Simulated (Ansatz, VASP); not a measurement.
One calculation of Pd, two programs

```
Pd
1.0
     1.36219    0.78646    4.50409
    -1.36219    0.78646    4.50409
     0.00000   -1.57292    4.50409
Pd
2
Direct
  0.25000 0.25000 0.25000
  0.75000 0.75000 0.75000
```

Alike in both runs: functional PBEsol; k mesh 6 × 6 × 6; occupations gaussian, width 0.1 eV; no spin polarisation.

Ansatz relaxed the structure, and its values are those at the end. VASP's run is a single point on that final structure, the one shown.

|  | VASP | Ansatz |
| --- | --- | --- |
| version | VASP 6.6.1 | Ansatz 0.2.0 |
| potentials or method | VASP PAW PBE potentials, release 64 (Pd), cutoff 520 eV | scalar-relativistic, plane waves, PAW |
| valence electrons in the cell | 20 | 36 |

VASP gave:

| Property | Result |
| --- | --- |
| gap on the k mesh at the Fermi level (eV) | none |
| pressure (GPa) | -0.3 |

Question: What did Ansatz give for the same quantities?

Answer: gap on the k mesh at the Fermi level (eV): none; pressure (GPa): 0.1.

VASP's potentials were made for PBE, not for PBEsol. A gap of «none» marks a metal or a gap that the smearing closes. VASP's potentials hold 20 valence electrons a cell and Ansatz's 36, so a difference there can come from the potentials and not from the codes.

The k mesh is coarse, so the values compare programs but aren't converged.
